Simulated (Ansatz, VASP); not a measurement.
## One calculation of PtSe2, two programs

The input POSCAR:

```
PtSe2
1.0
    3.7240000000      0.0000000000      0.0000000000
   -1.8620000000      3.2250786037      0.0000000000
    0.0000000000      0.0000000000      5.0620000000
Pt Se
1 2
Direct
    0.0000000000      0.0000000000      0.0000000000
    0.6666666667      0.3333333333      0.7500000000
    0.3333333333      0.6666666667      0.2500000000
```

File INCAR.step1:

```
ALGO = Normal
EDIFF = 1E-5
ENCUT = 520
GGA = PE
ISIF = 2
ISMEAR = -1
LASPH = True
LCHARG = False
LREAL = False
LWAVE = True
NBANDS = 18
NELM = 80
PREC = Accurate
SIGMA = 0.05
```

The input INCAR.step2:

```
AEXX = 0.05
ALGO = Normal
EDIFF = 1E-6
ENCUT = 520
GGA = PE
HFSCREEN = 0.2
ISIF = 2
ISMEAR = -1
ISTART = 1
LASPH = True
LCHARG = False
LHFCALC = True
LREAL = False
LWAVE = False
NBANDS = 18
NELM = 80
PREC = Accurate
PRECFOCK = Normal
SIGMA = 0.05
```

File KPOINTS:

```
k-points
0
Gamma
  4 4 3
```

Contents of input.yaml:

```yaml
crystal:
  lattice:
    - [3.724, 0.0, 0.0]
    - [-1.862, 3.2250786037, 0.0]
    - [0.0, 0.0, 5.062]
  atoms:
    - { symbol: Pt, position: [0.0, 0.0, 0.0] }
    - { symbol: Se, position: [0.6666666667, 0.3333333333, 0.75] }
    - { symbol: Se, position: [0.3333333333, 0.6666666667, 0.25] }
hamiltonian:
  xc: { exchange: pbe, correlation: pbe, exx: { coeff: 0.05, omega: 0.2 } }
  pseudopotentials: { kind: paw }
kpoints:
  mp_grid: { grid: [4, 4, 3] }
scf:
  occupations: { method: fermi_dirac, width: 0.05 }
output:
  forces: true
  stress: true
  eigenvalues: true
```

Alike in both runs: task single point; functional PBE-based screened hybrid with a share of 0.05 of exact exchange and HFSCREEN = 0.2; k mesh 4 × 4 × 3; occupations fermi-dirac, width 0.05 eV; no spin polarisation.

```csv
,VASP,Ansatz
version,VASP 6.6.1,Ansatz 0.2.0
potentials or method,"VASP PAW PBE potentials, release 64 (Pt, Se)",Ansatz PAW
plane-wave cutoff (eV),520,420
valence electrons in the cell,22,50
```

```csv
,VASP,Ansatz,Ansatz less VASP
gap on the k mesh at the Fermi level (eV),none,none,-
pressure (GPa),6.0,6.1,+0.06
"traceless stress, the component that is largest in VASP (GPa)",-2.04,-2.04,+0.007
rms of the force components (eV/Å),0.194,0.193,-0.0014
```

VASP's potentials were made for PBE, not for PBE-based screened hybrid. Atom by atom the forces differ by 0.001 eV/Å (rms over components). A gap of «none» marks a metal or a gap that the smearing closes. VASP's potentials hold 22 valence electrons a cell and Ansatz's 50, so a difference there can come from the potentials and not from the codes.

The k mesh is coarse, so the values compare programs but aren't converged. Neither program's run includes spin-orbit coupling.
